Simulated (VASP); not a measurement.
# Ga3As3CO in VASP: notebook, part 2 of 2

VASP 6.6.1. Earlier steps stand in the parts before.

### Step 3. Single point, PBE+D3(BJ)

The input, INCAR:

```
SYSTEM = Ga3As3CO
PREC     = Accurate       ! precision mode
ENCUT    = 520            ! plane-wave cutoff, eV
EDIFF    = 1E-6           ! SCF threshold, eV
ISMEAR   = 0              ! smearing method
SIGMA    = 0.05           ! smearing width, eV
LREAL    = .False.        ! projectors in reciprocal space
LASPH    = .True.         ! aspherical terms in the spheres
NELM     = 80             ! most SCF steps
ALGO     = Normal         ! electronic algorithm
ISIF     = 2              ! what is computed and relaxed
LWAVE    = .False.        ! write WAVECAR
LCHARG   = .True.         ! write CHGCAR
LDIPOL   = .True.       
IDIPOL   = 3            
DIPOL    = 0.5 0.5 0.320
GGA      = PE             ! functional
IVDW     = 12             ! dispersion correction
LELF     = .True.         ! ELF
LVHAR    = .True.       
LVACPOTAV= .True.       
NBANDS   = 42             ! bands
```

The input, KPOINTS:

```
Automatic mesh
0
Gamma
  7 5 1
  0 0 0
```

The input, POSCAR:

```
Ga3As3CO
1.0
    4.0137031111      0.0000000000      0.0000000000
    0.0000000000      5.6762333751      0.0000000000
    0.0000000000      0.0000000000     23.3352699083
Ga As O C
3 3 1 1
Direct
    0.5000000000      0.5000000000      0.1714143447
    0.0000000000      0.0653835255      0.2680035048
    0.5000000000      0.4894639609      0.3228546357
    0.0000000000      0.2500000000      0.1714143447
    0.5000000000      0.8102208698      0.2504948966
    0.0000000000      0.2887573198      0.3593388866
    0.3333333333      0.4554239865      0.4836142866
    0.3333333333      0.4554239865      0.5328959107
```

Potentials or basis: VASP PAW PBE potentials, release 64 (Ga_d, As, O, C).

Command:

```
$ cat potpaw_PBE.64/Ga_d/POTCAR potpaw_PBE.64/As/POTCAR potpaw_PBE.64/O/POTCAR potpaw_PBE.64/C/POTCAR > POTCAR
$ mpirun -np 1 vasp_std > vasp.out
```

OUTCAR:

```text
SYSTEM = Ga3As3CO
   PREC = Accurate
   ENCUT = 520
   EDIFF = 1E-6
   ISMEAR = 0
   LREAL = .False.
   LASPH = .True.
   NELM = 80
   ISIF = 2
   GGA = PE
   IVDW = 12
 IVDW          = 12

 ion  position               nearest neighbor table
   1  0.500  0.500  0.171-   4 2.46   4 2.46   5 2.55
   2  0.000  0.065  0.268-   6 2.48   4 2.49   5 2.51   5 2.51
   3  0.500  0.489  0.323-   6 2.46   6 2.46   5 2.48
   4  0.000  0.250  0.171-   1 2.46   1 2.46   2 2.49
   5  0.500  0.810  0.250-   3 2.48   2 2.51   2 2.51   1 2.55
   6  0.000  0.289  0.359-   3 2.46   3 2.46   2 2.48
   7  0.333  0.455  0.484-   8 1.15
   8  0.333  0.455  0.533-   7 1.15

  LATTYP: Found a simple orthorhombic cell.
 ALAT       =     4.0137031111
 B/A-ratio  =     1.4142135624
 C/A-ratio  =     5.8139003465

  Lattice vectors:

 A1 = (   4.0137031111,   0.0000000000,   0.0000000000)
 A2 = (   0.0000000000,   5.6762333751,   0.0000000000)
 A3 = (   0.0000000000,   0.0000000000,  23.3352699083)

Analysis of symmetry for initial positions (statically):
=====================================================================
 Subroutine PRICEL returns:
 Original cell was already a primitive cell.

 Routine SETGRP: Setting up the symmetry group for a
 simple orthorhombic supercell.

 Subroutine GETGRP returns: Found  1 space group operations
 (whereof  1 operations were pure point group operations)
 out of a pool of  8 trial point group operations.

The static configuration has the point symmetry C_1 .

Analysis of symmetry for dynamics (positions and initial velocities):
=====================================================================
 Subroutine PRICEL returns:
 Original cell was already a primitive cell.

 Routine SETGRP: Setting up the symmetry group for a
 simple orthorhombic supercell.

 Subroutine GETGRP returns: Found  1 space group operations
 (whereof  1 operations were pure point group operations)
 out of a pool of  8 trial point group operations.

The dynamic configuration has the point symmetry C_1 .
[... 134 lines left out ...]
   LRPA    =     F    only Hartree local field effects (RPA)
 non-spin polarized calculation
 Gauss-broadening in eV      SIGMA  =   0.05
  energy-cutoff  :      520.00
  volume of cell :      531.64
 maximum number of plane-waves:     14367
 NGX is ok and might be reduce to    30
   NGX = 15   NGY = 21   NGZ = 87

 dipolmoment           0.000000      0.000000     -0.003055 electrons x Angstroem

 number of electron      64.0000019 magnetization

 dipolmoment           0.000000      0.000000      0.044741 electrons x Angstroem

 Free energy of the ion-electron system (eV)
  ---------------------------------------------------
  ext. energy  EPLUGINS =         0.00000000
  ---------------------------------------------------
  free energy    TOTEN  =       -37.51462630 eV

  energy without entropy =      -37.51462630  energy(sigma->0) =      -37.51462630

 E-fermi :  -2.0510     XC(G=0):  -3.7810

 val. band max:       -2.2505789822   @ k =   0.0000   0.0000   0.0000
 cond. band min:      -1.8459177128   @ k =   0.4286   0.0000   0.0000
 fundamental gap:      0.4046612694
 Fermi energy:        -2.0510179434

 k-point     1 :       0.0000    0.0000    0.0000
  band No.  band energies     occupation
      1     -26.7906      2.00000
      2     -17.2348      2.00000
      3     -17.1702      2.00000
      4     -17.1560      2.00000
      5     -17.1335      2.00000
      6     -17.1131      2.00000
[... 799 lines left out ...]
     41       2.7530      0.00000
     42       3.0717      0.00000

------------------------ aborting loop because EDIFF is reached ----------------------------------------

 Edisp (eV)   -1.27859

 E8    (eV) :    -0.5792

  FORCE on cell =-STRESS in cart. coord.  units (eV):
  Direction    XX          YY          ZZ          XY          YZ          ZX
  --------------------------------------------------------------------------------------
  -------------------------------------------------------------------------------------
  Total      -2.03425    -2.63229    -0.49357     0.07427     0.09601     0.15807
  in kB      -6.13052    -7.93280    -1.48744     0.22383     0.28935     0.47636
  external pressure =       -5.18 kB  Pullay stress =        0.00 kB

 VOLUME and BASIS-vectors are now :
 -----------------------------------------------------------------------------
  energy-cutoff  :      520.00
  volume of cell :      531.64
      direct lattice vectors                 reciprocal lattice vectors
     4.013703111  0.000000000  0.000000000     0.249146480  0.000000000  0.000000000
     0.000000000  5.676233375  0.000000000     0.000000000  0.176173165  0.000000000
     0.000000000  0.000000000 23.335269908     0.000000000  0.000000000  0.042853586

 POSITION                                       TOTAL-FORCE (eV/Angst)
 -----------------------------------------------------------------------------------
      2.00685      2.83812      4.00000        -0.001255     -0.315154      1.033230
      0.00000      0.37113      6.25393        -0.012261      0.006320      0.020691
      2.00685      2.77831      7.53390         0.004982     -0.007939     -0.001470
      0.00000      1.41906      4.00000         0.002292      0.313861     -1.070869
      2.00685      4.59900      5.84537         0.000050      0.004927     -0.012699
      0.00000      1.63905      8.38527        -0.046135     -0.044282     -0.041567
      1.33790      2.58509     11.28527         0.061742      0.053834      0.769307
      1.33790      2.58509     12.43527        -0.009415     -0.011566     -0.696623
 -----------------------------------------------------------------------------------
    total drift:                               -0.000026     -0.000872     -0.001997

  FREE ENERGIE OF THE ION-ELECTRON SYSTEM (eV)
  ---------------------------------------------------
  free  energy   TOTEN  =       -38.7932115407 eV

  energy  without entropy=      -38.7932115406  energy(sigma->0) =      -38.79321154

 vacuum level on the upper side and lower side of the slab         2.745         2.390
```

stdout:

```text
POSCAR found type information on POSCAR GaAsO C
 POSCAR found :  4 types and       8 ions
 scaLAPACK will be used
 LDA part: xc-table for (Slater+PW92), standard interpolation
 POSCAR, INCAR and KPOINTS ok, starting setup
 FFT: planning ... GRIDC
 FFT: planning ... GRID_SOFT
 FFT: planning ... GRID
 WAVECAR not read
 entering main loop
 -----------------------------------------------------------------------------
|                                                                             |
|           W    W    AA    RRRRR   N    N  II  N    N   GGGG   !!!           |
|           W    W   A  A   R    R  NN   N  II  NN   N  G    G  !!!           |
|           W    W  A    A  R    R  N N  N  II  N N  N  G       !!!           |
|           W WW W  AAAAAA  RRRRR   N  N N  II  N  N N  G  GGG   !            |
|           WW  WW  A    A  R   R   N   NN  II  N   NN  G    G                |
|           W    W  A    A  R    R  N    N  II  N    N   GGGG   !!!           |
|                                                                             |
|     Did not find any points to average over, which means that no vacuum     |
|     field-free region was found. Please increase the size of  your cell     |
|     in the dimension of the dipole correction to obtain accurate            |
|     workfunction values.                                                    |
|                                                                             |
 -----------------------------------------------------------------------------
```

Wall time 16 min (1 thread of Oxide Virtual Turin-like, shared host); peak memory 0.69 GiB.

What came out:

```yaml
Free_energy: -38.7932 eV
Largest_force: 1.116 eV/Å
Band_gap_on_the_k_mesh: 0.40 eV (least direct gap 0.75 eV)
Dispersion_energy_per_atom: -0.160 eV
```

Forces in eV/Å, atoms in the order of the input:
```
Ga  -0.001 -0.315  1.033
Ga  -0.012  0.006  0.021
Ga   0.005 -0.008 -0.001
As   0.002  0.314 -1.071
As   0.000  0.005 -0.013
As  -0.046 -0.044 -0.042
O    0.062  0.054  0.769
C   -0.009 -0.012 -0.697
```
